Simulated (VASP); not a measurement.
A run of VASP 6.6.1:

INCAR

```
  ALGO = Normal
  EDIFF = 1E-6
  ENCUT = 520
  GGA = PE
  ISIF = 2
  ISMEAR = 0
  LASPH = T
  LCHARG = F
  LREAL = F
  LWAVE = F
  NBANDS = 57
  NELM = 80
  PREC = Accurate
  SIGMA = 0.2
```

The input KPOINTS:

```
k-points
0
Gamma
  3 3 3
```

File POSCAR:

```
Bi6Te
1.0
    4.1671238350      2.4058900662      4.2914225856
   -4.1671238350      2.4058900662      4.2914225856
    0.0000000000     -4.8117801376      4.2914225827
Bi Te
6 1
Direct
    0.5000000000      0.5000000000      0.0000000000
    0.0000000000      0.5000000000      0.5000000000
    0.5000000000      0.0000000000      0.5000000000
    0.0000000000      0.0000000000      0.5000000000
    0.5000000000      0.0000000000      0.0000000000
    0.0000000000      0.5000000000      0.0000000000
    0.0000000000      0.0000000000      0.0000000000
```

Potentials or basis: VASP PAW PBE potentials, release 64 (Bi_d, Te).

Command:

```bash
$ cat potpaw_PBE.64/Bi_d/POTCAR potpaw_PBE.64/Te/POTCAR > POTCAR
$ mpirun -np 1 vasp_std > vasp.out
```

Hardware: 1 thread of Intel(R) Xeon(R) Platinum 8488C (Sapphire Rapids), on a shared host.

Problem. Estimate the wall time of this run.

Solution. It took 2.2 min on 1 thread of Intel(R) Xeon(R) Platinum 8488C (Sapphire Rapids), with other jobs on the host, peak memory 0.35 GiB. Counts: scf iterations 13, k points 6.
